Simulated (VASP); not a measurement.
Here is a VASP 6.6.1 calculation.

INCAR

```
SYSTEM = AlN
PREC = Accurate ; ENCUT = 520
EDIFF = 1E-6 ; ISMEAR = 0
SIGMA = 0.02 ; LREAL = .False.
LASPH = .True. ; NELM = 60
ALGO = Normal ; ISIF = 2
LWAVE = .False. ; LCHARG = .False.
GGA = PE ; NBANDS = 16
```

The input KPOINTS:

```
regular mesh
0
Gamma
  9 9 6
  0 0 0
```

File POSCAR:

```
AlN
1.0
    3.1302090453      0.0000000000      0.0000000000
   -1.5651045227      2.7108405524      0.0000000000
    0.0000000000      0.0000000000      5.0180075961
Al N
2 2
Direct
    0.6666666667      0.3333333333      0.4992336382
    0.3333333333      0.6666666667      0.9992336382
    0.6666666667      0.3333333333      0.8807663618
    0.3333333333      0.6666666667      0.3807663618
```

Potentials or basis: VASP PAW PBE potentials, release 64 (Al, N).

Command:

```bash
$ cat potpaw_PBE.64/Al/POTCAR potpaw_PBE.64/N/POTCAR > POTCAR
$ mpirun -np 1 vasp_std > vasp.out
```

**Question.** What does it give for the pressure?

**Answer.** -0.3 GPa.

**Question.** Predict the band gap on the k mesh.

**Answer.** 4.04 eV, direct.

PBE gaps usually lie below the measured ones, often by a third to a half.
